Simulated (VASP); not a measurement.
Runs of VASP 6.6.1 on BP. The structure is that of space group P4/mmm (No. 123), or close to it. The cells are those of the table. 

| task | potentials or basis | cell | k mesh | cutoff (eV) | second run | gap on the mesh (eV) | pressure (GPa) | relaxed volume (Å³/atom) |
| --- | --- | --- | --- | --- | --- | --- | --- | --- |
| relaxation of cell and atoms | VASP PAW PBE potentials, release 64 (B_h, P) | relaxed from a = 2.419, b = 2.419, c = 4.547 Å, angles 90.0, 90.0, 92.4°, 2 atoms | 8 × 8 × 4 | 910 | hard_potentials | none | -0.2 | 13.94 |
| relaxation of cell and atoms | VASP PAW PBE potentials, release 64 (B, P) | relaxed from a = 2.419, b = 2.419, c = 4.547 Å, angles 90.0, 90.0, 92.4°, 2 atoms | 8 × 8 × 4 | 600 | - | none | 0.0 | 10.32 |
| single point | VASP PAW PBE potentials, release 64 (B, P) | a = 2.916, b = 2.916, c = 2.549 Å, 2 atoms | 6 × 6 × 6 | 520 | - | none | -0.2 | - |
| single point | VASP PAW PBE potentials, release 64 (B, P) | a = 2.419, b = 2.419, c = 4.547 Å, angles 90.0, 90.0, 92.4°, 2 atoms | 8 × 8 × 4 | 520 | - | none | 92.3 | - |
| single point | VASP PAW PBE potentials, release 64 (B, P) | a = 2.864, b = 2.864, c = 3.406 Å, 2 atoms | 8 × 8 × 4 | 520 | - | none | -0.3 | - |
| single point | VASP PAW PBE potentials, release 64 (B, P) | a = 2.951, b = 2.951, c = 2.397 Å, 2 atoms | 18 × 18 × 22 | 520 | - | none | -0.3 | - |
| relaxation of cell and atoms | VASP PAW PBE potentials, release 64 (B, P) | relaxed from a = 2.916, b = 2.916, c = 2.549 Å, 2 atoms | 18 × 18 × 22 | 600 | - | none | -0.1 | (a) |
| relaxation of cell and atoms | VASP PAW PBE potentials, release 64 (B, P) | relaxed from a = 2.864, b = 2.864, c = 3.406 Å, 2 atoms | 6 × 6 × 6 | 600 | - | none | 0.0 | (b) |

Alike in all rows: level PBE; no spin polarisation; smearing gaussian 0.1 eV.

Question: Estimate the missing entries.

Answer: (a) 10.42; (b) 10.83.

Caveats: some runs use coarse meshes; this functional lacks dispersion, which binds the layers, so the pressure and a relaxed spacing across them are unreliable (some runs); the volume moved by over 15 % at a fixed basis, so the end points are rough (some runs).

A gap of «none» marks levels without a gap at the run's occupations.
